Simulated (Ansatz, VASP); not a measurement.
One calculation of Os, two programs

The input INCAR:

```
ALGO     = Normal         # electronic algorithm
EDIFF    = 1E-6           # SCF threshold, eV
ENCUT    = 520            # plane-wave cutoff, eV
GGA      = PS             # functional
ISIF     = 2              # what is computed and relaxed
ISMEAR   = 0              # smearing method
LASPH    = True           # aspherical terms in the spheres
LCHARG   = False          # write CHGCAR
LREAL    = False          # projectors in reciprocal space
LWAVE    = False          # write WAVECAR
NBANDS   = 15             # bands
NELM     = 100            # most SCF steps
PREC     = Accurate       # precision mode
SIGMA    = 0.15           # smearing width, eV
```

File KPOINTS:

```
k-points
0
Gamma
  18 18 12
```

POSCAR

```
Os
1.0
    2.8434639745      0.0000000000      0.0000000000
   -1.4217319873      2.4625120367      0.0000000000
    0.0000000000      0.0000000000      4.4924880000
Os
2
Direct
    0.3333333333      0.6666666667      0.2500000000
    0.6666666667      0.3333333333      0.7500000000
```

Input for Ansatz:

```yaml
crystal:
  lattice:
    - [2.8434639745, 0.0, 0.0]
    - [-1.4217319873, 2.4625120367, 0.0]
    - [0.0, 0.0, 4.492488]
  atoms:
    - { symbol: Os, position: [0.3333333333, 0.6666666667, 0.25] }
    - { symbol: Os, position: [0.6666666667, 0.3333333333, 0.75] }
basis:
  ecutwfc: 420
kpoints:
  mp_grid: { grid: [18, 18, 12] }
hamiltonian:
  xc: pbesol
scf:
  occupations: { method: gaussian, width: 0.15 }
output:
  forces: true
  stress: true
  eigenvalues: true
```

Change from the starting cell: strain +0.040 along x and y, +0.040 along z, atoms carried along.

Alike in both runs: task single point; functional PBEsol; k mesh 18 × 18 × 12; occupations gaussian, width 0.15 eV; no spin polarisation.

```csv
,VASP,Ansatz
version,VASP 6.6.1,Ansatz 0.2.0
potentials or method,"VASP PAW PBE potentials, release 64 (Os), cutoff 520 eV","scalar-relativistic, plane waves, PAW"
valence electrons in the cell,16,32
```

```tsv
	VASP	Ansatz	Ansatz less VASP
gap on the k mesh at the Fermi level (eV)	none	none	-
pressure (GPa)	-40.2	-39.8	+0.40
traceless stress, the component that is largest in VASP (GPa)	-1.83	-1.80	+0.034
```

VASP's potentials were made for PBE, not for PBEsol. A gap of «none» marks a metal or a gap that the smearing closes. Both programs put the cell under strong tension, so it lies far from rest at this level. The functional is the same, so the differences come from potentials, cutoffs and numerics. VASP's potentials hold 16 valence electrons a cell and Ansatz's 32, so a difference there can come from the potentials and not from the codes.

Neither program's run includes spin-orbit coupling. Noted on VASP's run: the cell as given lies far from equilibrium.
